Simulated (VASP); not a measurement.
NaCaF3: single point with PBE

Crystal: NaCaF3.

```xyz
5
Lattice="4.3397 0.0000 0.0000 0.0000 4.3397 0.0000 0.0000 0.0000 4.3397" Properties=species:S:1:pos:R:3 pbc="T T T"
Na    0.0000    0.0000    0.0000
Ca    2.1699    2.1699    2.1699
F     2.1699    2.1699    0.0000
F     2.1699    0.0000    2.1699
F     0.0000    2.1699    2.1699
```

This cell differs from its parent crystal: volume changed by -6%.

* Program: VASP 6.6.1
* Task: single point
* Functional: PBE
* Potentials or basis: VASP PAW PBE potentials, release 64 (Na_pv, Ca_sv, F)
* Cutoff: 520 eV
* k mesh: 6 × 6 × 6
* Occupations: gaussian, width 0.01 eV
* Spin: no spin polarisation

| Property | Result |
| --- | --- |
| Pressure | 3.7 GPa |
| Band gap on the k mesh | 5.17 eV, indirect (least direct gap 5.29 eV) |

Levels at points of the mesh, in eV from the valence-band top:
```
           k point  band 15  band 16  band 17  band 18  band 19  band 20  band 21  band 22  band 23  band 24
(0.00, 0.00, 0.00)    -0.43    -0.43    -0.12    -0.12    -0.12     5.17     9.59     9.59     9.59    11.06
(0.50, 0.00, 0.00)    -0.74    -0.74    -0.55    -0.17    -0.17     7.31     8.19     9.74    10.03    10.03
(0.50, 0.50, 0.00)    -0.74    -0.73    -0.73    -0.34    -0.01     8.35     9.69     9.69    10.31    10.31
(0.50, 0.50, 0.50)    -1.43    -1.43     0.00     0.00     0.00     8.59    10.18    10.18    10.18    12.54
```

Run time: 13 s on 1 thread of Intel(R) Xeon(R) 6975P-C (Granite Rapids) (shared host), peak memory 0.19 GiB.

 A k mesh can miss the band edges.
